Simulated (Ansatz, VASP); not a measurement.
## Two plane-wave programs on TaN

POSCAR

```
TaN
1.0
    3.0500020400      0.0000000000      0.0000000000
   -1.5250010200      2.6413792500      0.0000000000
    0.0000000000      0.0000000000      9.8800030600
Ta N
4 4
Direct
    0.3333333333      0.6666666667      0.0000000000
    0.6666666667      0.3333333333      0.2500000000
    0.3333333333      0.6666666667      0.5000000000
    0.6666666667      0.3333333333      0.7500000000
    0.3333333333      0.6666666667      0.1925000000
    0.6666666667      0.3333333333      0.4425000000
    0.3333333333      0.6666666667      0.6925000000
    0.6666666667      0.3333333333      0.9425000000
```

The input INCAR.step1:

```
PREC = Accurate
ENCUT = 520
ISMEAR = 0
SIGMA = 0.05
LREAL = F
LASPH = T
NELM = 150
ISPIN = 2
MAGMOM = 2 2 -2 -2 0 0 0 0
LMAXMIX = 4
LDAU = T
LDAUTYPE = 2
LDAUL = 2 -1
LDAUU = 3 0
LDAUJ = 0 0
NBANDS = 46
GGA = PE
ALGO = Normal
EDIFF = 1E-4
LWAVE = T
LCHARG = F
```

INCAR.step2

```
PREC = Accurate
ENCUT = 520
EDIFF = 1E-6
ISMEAR = 0
SIGMA = 0.05
LREAL = F
LASPH = T
NELM = 150
ALGO = Normal
ISIF = 2
LWAVE = F
LCHARG = T
ISPIN = 2
MAGMOM = 2 2 -2 -2 0 0 0 0
LORBIT = 11
LMAXMIX = 4
LDAU = T
LDAUTYPE = 2
LDAUL = 2 -1
LDAUU = 3 0
LDAUJ = 0 0
LDAUPRINT = 1
METAGGA = R2SCAN
LMIXTAU = T
LELF = T
LVHAR = T
NBANDS = 46
ISTART = 1
```

KPOINTS

```
Automatic mesh
0
Gamma
  7 7 2
```

Input for Ansatz:

```yaml
crystal:
  lattice:
    - [3.05000204, 0.0, 0.0]
    - [-1.52500102, 2.64137925, 0.0]
    - [0.0, 0.0, 9.88000306]
  atoms:
    - { symbol: Ta, position: [0.3333333333, 0.6666666667, 0.0], spin: 2.0 }
    - { symbol: Ta, position: [0.6666666667, 0.3333333333, 0.25], spin: 2.0 }
    - { symbol: "N", position: [0.3333333333, 0.6666666667, 0.1925] }
    - { symbol: "N", position: [0.6666666667, 0.3333333333, 0.4425] }
    - { symbol: Ta, position: [0.3333333333, 0.6666666667, 0.5], spin: -2.0 }
    - { symbol: Ta, position: [0.6666666667, 0.3333333333, 0.75], spin: -2.0 }
    - { symbol: "N", position: [0.3333333333, 0.6666666667, 0.6925] }
    - { symbol: "N", position: [0.6666666667, 0.3333333333, 0.9425] }
basis:
  ecutwfc: 500
  ecutrho_ratio: 4
kpoints:
  mp_grid: { grid: [7, 7, 2] }
hamiltonian:
  xc: r2scan
  hubbard:
    sites:
      - { site: 0, l: d, u_eff: 3.0 }
      - { site: 1, l: d, u_eff: 3.0 }
      - { site: 4, l: d, u_eff: 3.0 }
      - { site: 5, l: d, u_eff: 3.0 }
scf:
  occupations: { method: gaussian, width: 0.05 }
  lower_state_search: "off"
  max_iter: 150
output:
  forces: true
  stress: true
  eigenvalues: true
  populations: true
  hubbard:
    sites:
      - { site: 0, l: d }
      - { site: 1, l: d }
      - { site: 4, l: d }
      - { site: 5, l: d }
magnetization:
  spin_polarized: true
```

Alike in both runs: task single point; functional r2SCAN; k mesh 7 × 7 × 2; occupations gaussian, width 0.05 eV; collinear spin; Hubbard terms Ta d U = 3.0 eV.

```csv
,VASP,Ansatz
version,VASP 6.6.1,Ansatz 0.2.0
potentials or method,"VASP PAW PBE potentials, release 64 (Ta_pv, N), cutoff 520 eV","scalar-relativistic, plane waves, PAW"
valence electrons in the cell,64,72
```

```tsv
	VASP	Ansatz	Ansatz less VASP
gap on the k mesh at the Fermi level (eV)	none	none	-
rms of the force components (eV/Å)	1.434	1.363	-0.0710
net moment per atom (μB)	0.00	0.00	0.000
```

VASP's potentials were made for PBE, not for r2SCAN. The programs project onto different local orbitals, so the same U acts differently, and such runs can settle in different states. A gap of «none» marks a metal or a gap that the smearing closes. VASP's potentials hold 64 valence electrons a cell and Ansatz's 72, so a difference there can come from the potentials and not from the codes. Ansatz's warnings: filled band counts differ across k points, seeded moment not kept, stability check not made.

Neither program's run includes spin-orbit coupling.
